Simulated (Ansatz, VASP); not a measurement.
**Two plane-wave programs on Al3Ni2Pd**

```
Al Ni Pd
1.0
     4.18023    0.00000    0.00000
    -2.09012    3.62019    0.00000
     0.00000    0.00000    5.14899
Al Ni Pd
3 2 1
Direct
  0.33333 0.66667 0.18251
  0.66667 0.33333 0.81749
  0.00000 0.00000 0.50000
  0.33333 0.66667 0.66600
  0.66667 0.33333 0.33400
  0.00000 0.00000 0.00000
```

Alike in both runs: task single point; functional PBE; k mesh 12 × 12 × 8; occupations gaussian, width 0.1 eV; no spin polarisation.

|  | VASP | Ansatz |
| --- | --- | --- |
| version | VASP 6.6.1 | Ansatz 0.2.0 |
| potentials or method | VASP PAW PBE potentials, release 64 (Al, Ni, Pd), cutoff 520 eV | scalar-relativistic, plane waves, PAW |
| valence electrons in the cell | 39 | 63 |

|  | VASP | Ansatz | Ansatz less VASP |
| --- | --- | --- | --- |
| gap on the k mesh at the Fermi level (eV) | none | none | - |
| pressure (GPa) | 0.1 | 0.0 | -0.13 |

A gap of «none» marks a metal or a gap that the smearing closes. VASP's potentials hold 39 valence electrons a cell and Ansatz's 63, so a difference there can come from the potentials and not from the codes.
